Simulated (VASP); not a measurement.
# SiC (P6_3mc) in VASP: a series of runs, part 2 of 2

VASP 6.6.1.

## Step 5: Summary

```tsv
cell	gap on the mesh (eV)	pressure (GPa)	largest force (eV/Å)
a = 3.218, b = 3.218, c = 10.940 Å, angles 90.0, 90.0, 120.0°, 8 atoms	2.00	-23.9	0.06
a = 3.342, b = 3.342, c = 10.535 Å, angles 90.0, 90.0, 120.0°, 8 atoms	2.00	-27.6	0.08
a = 3.342, b = 3.342, c = 10.940 Å, angles 90.0, 90.0, 120.0°, 8 atoms	2.09	-30.8	0.05
```

Alike in all rows: task single point; level PBE; potentials or basis VASP PAW PBE potentials, release 64 (Si, C); no spin polarisation; k mesh 12 × 12 × 4; cutoff (eV) 520; smearing gaussian 0.05 eV.

Caveats: the stress differs along the axes, from -32 to -20 GPa (at least some runs); the stress differs along the axes, from -32 to -19 GPa (at least some runs); the cell stands under tension (at least some runs).

Total energies depend on the potentials used, so only differences within one code and one set of settings carry meaning.
